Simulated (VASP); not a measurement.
# Rb (Fm-3m) in VASP: further runs

Rb is run at these levels: BLYP; tasks: single point, relaxation of cell and atoms.

Everything below comes from runs of VASP 6.6.1. Logs are shortened: lines on timing, memory, paths and dates and some standing lists are left out, and cuts for length are marked.

## Step 1: The cell of the first run

It takes space group Fm-3m (No. 225, cubic). The conventional cell has a = 7.545 Å, b = 7.545 Å, c = 7.545 Å, α = 90.00°, β = 90.00°, γ = 90.00°.

## Step 2: Single point, BLYP (volume scaled by 1.12)

INCAR

```
SYSTEM = Rb
PREC = Accurate ; ENCUT = 520
EDIFF = 1E-6 ; ISMEAR = -1
SIGMA = 0.1 ; LREAL = .FALSE.
LASPH = .TRUE. ; NELM = 80
ALGO = Normal ; ISIF = 2
LWAVE = .FALSE. ; LCHARG = .FALSE.
GGA = B5 ; ALDAX = 1.0
AGGAX = 1.0 ; AGGAC = 1.0
ALDAC = 0.0 ; NBANDS = 10
```

KPOINTS

```
regular mesh
0
G
  9 9 9
  0 0 0
```

POSCAR

```
Rb
1.0
    0.0000000000      3.7724484403      3.7724484403
    3.7724484403      0.0000000000      3.7724484403
    3.7724484403      3.7724484403      0.0000000000
Rb
1
Direct
    0.0000000000      0.0000000000      0.0000000000
```

Potentials or basis: VASP PAW PBE potentials, release 64 (Rb_sv).

Command:

```
$ cat potpaw_PBE.64/Rb_sv/POTCAR > POTCAR
$ mpirun -np 1 vasp_std > vasp.out
```

OUTCAR:

```text
SYSTEM = Rb
   PREC = Accurate
   ENCUT = 520
   EDIFF = 1E-6
   ISMEAR = -1
   LREAL = .FALSE.
   LASPH = .TRUE.
   NELM = 80
   ISIF = 2
   GGA = B5

 ion  position               nearest neighbor table
   1  0.000  0.000  0.000-

  LATTYP: Found a face centered cubic cell.
 ALAT       =     7.5448968806

  Lattice vectors:

 A1 = (   0.0000000000,   3.7724484403,   3.7724484403)
 A2 = (   3.7724484403,   0.0000000000,   3.7724484403)
 A3 = (   3.7724484403,   3.7724484403,   0.0000000000)

Analysis of symmetry for initial positions (statically):
=====================================================================
 Subroutine PRICEL returns:
 Original cell was already a primitive cell.

 Routine SETGRP: Setting up the symmetry group for a
 face centered cubic supercell.

 Subroutine GETGRP returns: Found 48 space group operations
 (whereof 48 operations were pure point group operations)
 out of a pool of 48 trial point group operations.

The static configuration has the point symmetry O_h .

Analysis of symmetry for dynamics (positions and initial velocities):
=====================================================================
 Subroutine PRICEL returns:
 Original cell was already a primitive cell.

 Routine SETGRP: Setting up the symmetry group for a
 face centered cubic supercell.

 Subroutine GETGRP returns: Found 48 space group operations
 (whereof 48 operations were pure point group operations)
 out of a pool of 48 trial point group operations.

The dynamic configuration has the point symmetry O_h .

 Subroutine INISYM returns: Found 48 space group operations
 (whereof 48 operations are pure point group operations),
 and found     1 'primitive' translations

----------------------------------------------------------------------------------------

                                     Primitive cell

  volume of cell :     107.3742

  direct lattice vectors                    reciprocal lattice vectors
     0.000000000  3.772448440  3.772448440    -0.132539916  0.132539916  0.132539916
     3.772448440  0.000000000  3.772448440     0.132539916 -0.132539916  0.132539916
     3.772448440  3.772448440  0.000000000     0.132539916  0.132539916 -0.132539916

  length of vectors
     5.335047748  5.335047748  5.335047748     0.229565869  0.229565869  0.229565869

  position of ions in fractional coordinates (direct lattice)
[... 79 lines left out ...]
   EDIFFG = 0.1E-04   stopping-criterion for IOM
   NSW    =      0    number of steps for IOM
   IBRION =     -1    ionic relax: 0-MD 1-quasi-New 2-CG
   NFREE  =      0    steps in history (QN), initial steepest desc. (CG)
   ISIF   =      2    stress and relaxation
   ISYM   =      2    0-nonsym 1-usesym 2-fastsym
   POTIM  = 0.5000    time-step for ionic-motion
   TEBEG  =    0.0;   TEEND  =   0.0 temperature during run
   PSTRESS=    0.0 pullay stress
   NELECT =       9.0000    total number of electrons
   NUPDOWN=      -1.0000    fix difference up-down
   EMIN   =  10.00;   EMAX   =-10.00  energy-range for DOS
   EFERMI =   0.00;   METHOD = LEGACY
   ISMEAR =    -1;   SIGMA  =   0.10  broadening in eV -4-tet -1-fermi 0-gaus
   EFERMI_NEDOS =   21; number of points for ismear=-14 and -15
   IALGO  =     38    algorithm
   IMIX   =      4    mixing-type and parameters
     AMIX     =   0.40;   BMIX     =  1.00
     AMIX_MAG =   1.60;   BMIX_MAG =  1.00
  volume/ion in A,a.u.               =     107.37       724.60
  Fermi-wavevector in a.u.,A,eV,Ry     =   0.716455  1.353904  6.983980  0.513308
  Thomas-Fermi vector in A             =   1.804880
   LORBIT       =      0    0 simple, 1 ext, 2 COOP (PROOUT), +10 PAW based schemes
   GGA     = B5    functional components
   LHFCALC =     F    Hartree Fock is set to
   AEXX    =    0.0000 exact exchange contribution
   IVDW    =     0    specifies the selected vdW correction
   LEPSILON=     F    determine dielectric tensor
   LRPA    =     F    only Hartree local field effects (RPA)
 non-spin polarized calculation
  energy-cutoff  :      520.00
  volume of cell :      107.37
 maximum number of plane-waves:      2906
   NGX = 19   NGY = 19   NGZ = 19

 number of electron       9.0000000 magnetization

 Free energy of the ion-electron system (eV)
  ---------------------------------------------------
  ext. energy  EPLUGINS =         0.00000000
  ---------------------------------------------------
  free energy    TOTEN  =        -0.61334757 eV

  energy without entropy =       -0.58107933  energy(sigma->0) =       -0.59721345

 E-fermi :   0.0983     XC(G=0):  -4.6758

 val. band max:       -0.0229045613   @ k =   0.4444   0.0000   0.0000
 cond. band min:       0.1578243007   @ k =  -0.3333   0.2222   0.0000
 fundamental gap:      0.1807288620
 Fermi energy:         0.0982635035

 k-point     1 :       0.0000    0.0000    0.0000
  band No.  band energies     occupation
      1     -28.9988      2.00000
      2     -13.1067      2.00000
      3     -13.1067      2.00000
      4     -13.1067      2.00000
      5      -1.6707      2.00000
      6       3.3401      0.00000
      7       3.3401      0.00000
      8       3.3401      0.00000
      9       4.4282      0.00000
     10       4.4282      0.00000
[... 287 lines left out ...]
 k-point    24 :       0.4444    0.4444    0.0000
  band No.  band energies     occupation
      1     -28.9967      2.00000
      2     -13.1546      2.00000
      3     -13.1257      2.00000
      4     -13.1257      2.00000
      5       0.5256      0.02748
      6       1.6188      0.00000
      7       1.9042      0.00000
      8       4.0231      0.00000
      9       4.0231      0.00000
     10       4.0725      0.00000

 [... further k-points ...]

------------------------ aborting loop because EDIFF is reached ----------------------------------------

  FORCE on cell =-STRESS in cart. coord.  units (eV):
  Direction    XX          YY          ZZ          XY          YZ          ZX
  --------------------------------------------------------------------------------------
  -------------------------------------------------------------------------------------
  Total       -0.1363763     -0.1363763     -0.1363763     -0.0000000     -0.0000000     -0.0000000
  in kB       -2.0349310     -2.0349310     -2.0349310     -0.0000000     -0.0000000     -0.0000000
  external PRESSURE =      -2.0349310 kB  Pullay stress =       0.0000000 kB

 VOLUME and BASIS-vectors are now :
 -----------------------------------------------------------------------------
  energy-cutoff  :      520.00
  volume of cell :      107.37
      direct lattice vectors                 reciprocal lattice vectors
     0.000000000  3.772448440  3.772448440    -0.132539916  0.132539916  0.132539916
     3.772448440  0.000000000  3.772448440     0.132539916 -0.132539916  0.132539916
     3.772448440  3.772448440  0.000000000     0.132539916  0.132539916 -0.132539916

 POSITION                                       TOTAL-FORCE (eV/Angst)
 -----------------------------------------------------------------------------------
      0.00000      0.00000      0.00000         0.000000      0.000000     -0.000000
 -----------------------------------------------------------------------------------
    total drift:                               -0.000000     -0.000000     -0.000000

  FREE ENERGIE OF THE ION-ELECTRON SYSTEM (eV)
  ---------------------------------------------------
  free  energy   TOTEN  =        -0.6133475725 eV

  energy  without entropy=       -0.5810793346  energy(sigma->0) =       -0.59721345
```

Run time: 38 s. Hardware: 1 thread of Intel Xeon Platinum 8259CL at 2.50GHz (Skylake/Cascade Lake), shared host; peak memory 0.24 GiB.

What came out:

| Property | Result |
| --- | --- |
| Free energy | -0.6133 eV |
| Pressure | -0.2 GPa |

Levels at points of the mesh, in eV from the Fermi level:
```tsv
k point	band 3	band 4	band 5	band 6	band 7	band 8
(0.00, 0.00, 0.00)	-13.20	-13.20	-1.77	3.24	3.24	3.24
```

Caveat: the cell differs from its parent crystal (volume scaled by 1.12); the PAW data sets were made with another functional, which shifts forces and pressure a little.

## Step 3: Single point, BLYP

This run uses another cell than the first one, of 95.87 Å³/atom, 0.893 times its volume.

INCAR, as its differences from that of step 2:

```diff
@@ -4,3 +4,3 @@
 SIGMA = 0.1 ; LREAL = .FALSE.
-LASPH = .TRUE. ; NELM = 80
+LASPH = .TRUE. ; NELM = 60
 ALGO = Normal ; ISIF = 2
```

KPOINTS

```
regular mesh
0
G
  12 12 12
  0 0 0
```

POSCAR

```
Rb
1.0
    0.0000000000      3.6325977135      3.6325977135
    3.6325977135      0.0000000000      3.6325977135
    3.6325977135      3.6325977135      0.0000000000
Rb
1
Direct
    0.0000000000      0.0000000000      0.0000000000
```

Potentials or basis: VASP PAW PBE potentials, release 64 (Rb_sv).

Command:

```
$ cat potpaw_PBE.64/Rb_sv/POTCAR > POTCAR
$ mpirun -np 1 vasp_std > vasp.out
```

OUTCAR:

```text
SYSTEM = Rb
   PREC = Accurate
   ENCUT = 520
   EDIFF = 1E-6
   ISMEAR = -1
   LREAL = .FALSE.
   LASPH = .TRUE.
   NELM = 60
   ISIF = 2
   GGA = B5

 ion  position               nearest neighbor table
   1  0.000  0.000  0.000-

  LATTYP: Found a face centered cubic cell.
 ALAT       =     7.2651954270

  Lattice vectors:

 A1 = (   0.0000000000,   3.6325977135,   3.6325977135)
 A2 = (   3.6325977135,   0.0000000000,   3.6325977135)
 A3 = (   3.6325977135,   3.6325977135,   0.0000000000)

Analysis of symmetry for initial positions (statically):
=====================================================================
 Subroutine PRICEL returns:
 Original cell was already a primitive cell.

 Routine SETGRP: Setting up the symmetry group for a
 face centered cubic supercell.

 Subroutine GETGRP returns: Found 48 space group operations
 (whereof 48 operations were pure point group operations)
 out of a pool of 48 trial point group operations.

The static configuration has the point symmetry O_h .

Analysis of symmetry for dynamics (positions and initial velocities):
=====================================================================
 Subroutine PRICEL returns:
 Original cell was already a primitive cell.

 Routine SETGRP: Setting up the symmetry group for a
 face centered cubic supercell.

 Subroutine GETGRP returns: Found 48 space group operations
 (whereof 48 operations were pure point group operations)
 out of a pool of 48 trial point group operations.

The dynamic configuration has the point symmetry O_h .

 Subroutine INISYM returns: Found 48 space group operations
 (whereof 48 operations are pure point group operations),
 and found     1 'primitive' translations

----------------------------------------------------------------------------------------

[... 111 lines left out ...]
  volume/ion in A,a.u.               =      95.87       646.96
  Fermi-wavevector in a.u.,A,eV,Ry     =   0.744038  1.406028  7.532081  0.553592
  Thomas-Fermi vector in A             =   1.839295
   LORBIT       =      0    0 simple, 1 ext, 2 COOP (PROOUT), +10 PAW based schemes
   GGA     = B5    functional components
   LHFCALC =     F    Hartree Fock is set to
   AEXX    =    0.0000 exact exchange contribution
   IVDW    =     0    specifies the selected vdW correction
   LEPSILON=     F    determine dielectric tensor
   LRPA    =     F    only Hartree local field effects (RPA)
 non-spin polarized calculation
  energy-cutoff  :      520.00
  volume of cell :       95.87
 maximum number of plane-waves:      2637
 NGX is ok and might be reduce to    40
   NGX = 19   NGY = 19   NGZ = 19

 number of electron       9.0000000 magnetization

 Free energy of the ion-electron system (eV)
  ---------------------------------------------------
  ext. energy  EPLUGINS =         0.00000000
  ---------------------------------------------------
  free energy    TOTEN  =        -0.62107180 eV

  energy without entropy =       -0.59052985  energy(sigma->0) =       -0.60580083

 E-fermi :   0.3172     XC(G=0):  -4.9391

 val. band max:        0.2760946728   @ k =   0.5000   0.2500   0.0833
 cond. band min:       0.3889122604   @ k =   0.5000   0.0000   0.0000
 fundamental gap:      0.1128175876
 Fermi energy:         0.3171658223

 k-point     1 :       0.0000    0.0000    0.0000
  band No.  band energies     occupation
      1     -28.7082      2.00000
      2     -12.8094      2.00000
      3     -12.8094      2.00000
      4     -12.8094      2.00000
      5      -1.5806      2.00000
      6       3.6734      0.00000
      7       3.6734      0.00000
      8       3.6734      0.00000
      9       4.8623      0.00000
     10       4.8623      0.00000
[... 287 lines left out ...]
 k-point    24 :      -0.4167    0.1667    0.0000
  band No.  band energies     occupation
      1     -28.7049      2.00000
      2     -12.8810      2.00000
      3     -12.8347      2.00000
      4     -12.8234      2.00000
      5       0.6058      0.10569
      6       1.2349      0.00021
      7       2.8927      0.00000
      8       3.6911      0.00000
      9       4.7164      0.00000
     10       5.3999      0.00000

 [... further k-points ...]

------------------------ aborting loop because EDIFF is reached ----------------------------------------

  FORCE on cell =-STRESS in cart. coord.  units (eV):
  Direction    XX          YY          ZZ          XY          YZ          ZX
  --------------------------------------------------------------------------------------
  -------------------------------------------------------------------------------------
  Total        0.0013899      0.0013899      0.0013899      0.0000000     -0.0000000      0.0000000
  in kB        0.0232278      0.0232278      0.0232278      0.0000000     -0.0000000      0.0000000
  external PRESSURE =       0.0232278 kB  Pullay stress =       0.0000000 kB

 VOLUME and BASIS-vectors are now :
 -----------------------------------------------------------------------------
  energy-cutoff  :      520.00
  volume of cell :       95.87
      direct lattice vectors                 reciprocal lattice vectors
     0.000000000  3.632597714  3.632597714    -0.137642547  0.137642547  0.137642547
     3.632597714  0.000000000  3.632597714     0.137642547 -0.137642547  0.137642547
     3.632597714  3.632597714  0.000000000     0.137642547  0.137642547 -0.137642547

 POSITION                                       TOTAL-FORCE (eV/Angst)
 -----------------------------------------------------------------------------------
      0.00000      0.00000      0.00000         0.000000      0.000000      0.000000
 -----------------------------------------------------------------------------------
    total drift:                               -0.000000     -0.000000     -0.000000

  FREE ENERGIE OF THE ION-ELECTRON SYSTEM (eV)
  ---------------------------------------------------
  free  energy   TOTEN  =        -0.6210718030 eV

  energy  without entropy=       -0.5905298487  energy(sigma->0) =       -0.60580083
```

OSZICAR:

```text
N       E                     dE             d eps       ncg     rms          rms(c)
DAV:   1     0.433375476068E+02    0.43338E+02   -0.32756E+03  1440   0.658E+02
DAV:   2     0.242588581195E+01   -0.40912E+02   -0.40077E+02  1594   0.124E+02
DAV:   3    -0.459209790711E+00   -0.28851E+01   -0.28747E+01  1940   0.335E+01
DAV:   4    -0.620666433231E+00   -0.16146E+00   -0.16064E+00  2030   0.658E+00
DAV:   5    -0.622849831073E+00   -0.21834E-02   -0.21832E-02  2008   0.779E-01    0.677E-01
DAV:   6    -0.621315141510E+00    0.15347E-02   -0.27990E-03  2060   0.306E-01    0.404E-01
DAV:   7    -0.620902510398E+00    0.41263E-03   -0.33963E-03  2036   0.339E-01    0.569E-02
DAV:   8    -0.621016799089E+00   -0.11429E-03   -0.22612E-04  1692   0.814E-02    0.150E-02
DAV:   9    -0.621057145432E+00   -0.40346E-04   -0.62845E-05  1670   0.324E-02    0.700E-03
DAV:  10    -0.621070286524E+00   -0.13141E-04   -0.40605E-05  1628   0.240E-02    0.160E-03
DAV:  11    -0.621071450432E+00   -0.11639E-05   -0.25041E-06  1792   0.588E-03    0.559E-04
DAV:  12    -0.621071803047E+00   -0.35261E-06   -0.96361E-07  1596   0.303E-03
   1 F= -.62107180E+00 E0= -.60580083E+00  d E =-.305420E-01
```

stdout:

```text
POSCAR found type information on POSCAR Rb
 POSCAR found :  1 types and       1 ions
 scaLAPACK will be used
 -----------------------------------------------------------------------------
|                                                                             |
|                                                                             |
|     You enforced a specific xc type in the INCAR file but a different       |
|     I HOPE YOU KNOW WHAT YOU ARE DOING!                                     |
|                                                                             |
 -----------------------------------------------------------------------------

 LDA part: xc-table for (Slater(with rela. corr.)+VWN5), standard interpolation
 POSCAR, INCAR and KPOINTS ok, starting setup
 FFT: planning ... GRIDC
 FFT: planning ... GRID_SOFT
 FFT: planning ... GRID
 WAVECAR not read
 entering main loop
```

Wall time 59 s (1 thread of Intel Xeon Platinum 8259CL at 2.50GHz (Skylake/Cascade Lake), shared host); peak memory 0.26 GiB.

What came out:

```yaml
Free_energy: -0.6211 eV
Pressure: 0.0 GPa
```

Caveat: the PAW data sets were made with another functional, which shifts forces and pressure a little.

(Part 1 of 2 ends here.)
